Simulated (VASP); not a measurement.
Input of a VASP 6.6.1 run:

File INCAR:

```
ALGO     = Normal         # electronic algorithm
EDIFF    = 1E-7           # SCF threshold, eV
EDIFFG   = -0.04          # ionic threshold
ENCUT    = 600            # plane-wave cutoff, eV
GGA      = PE             # functional
IBRION   = 2              # ionic algorithm
ISIF     = 3              # what is computed and relaxed
ISMEAR   = 0              # smearing method
LASPH    = T              # aspherical terms in the spheres
LCHARG   = F              # write CHGCAR
LREAL    = F              # projectors in reciprocal space
LWAVE    = F              # write WAVECAR
NELM     = 60             # most SCF steps
NSW      = 90             # ionic steps
PREC     = Accurate       # precision mode
SIGMA    = 0.1            # smearing width, eV
```

Contents of KPOINTS:

```
k-points
0
Gamma
  4 4 4
```

The input POSCAR:

```
NaLiAlCl4
1.0
    0.0000000000      4.3723435000      4.3723435000
    4.3723435000      0.0000000000      4.3723435000
    4.3723435000      4.3723435000      0.0000000000
Na Li Al Cl
1 1 1 4
Direct
    0.0000000000      0.0000000000      0.0000000000
    0.2500000000      0.2500000000      0.2500000000
    0.5000000000      0.5000000000      0.5000000000
    0.3757583900      0.8727248200      0.3757583900
    0.3757583900      0.3757583900      0.3757583900
    0.8727248200      0.3757583900      0.3757583900
    0.3757583900      0.3757583900      0.8727248200
```

Potentials or basis: VASP PAW PBE potentials, release 64 (Na_pv, Li_sv, Al, Cl).

Run with:

```console
$ cat potpaw_PBE.64/Na_pv/POTCAR potpaw_PBE.64/Li_sv/POTCAR potpaw_PBE.64/Al/POTCAR potpaw_PBE.64/Cl/POTCAR > POTCAR
$ mpirun -np 1 vasp_std > vasp.out
```

(1) What does it give for the space group after relaxing (to 0.05 Å)?

(2) Predict the relaxed cell.

Answers

(1) F-43m (No. 216).

(2) a = 7.508 Å, b = 7.508 Å, c = 7.508 Å, α = 60.00°, β = 60.00°, γ = 60.00°.

Caveat: an odd number of electrons without spin polarisation forces a metal; a magnetic or distorted state may lie lower.
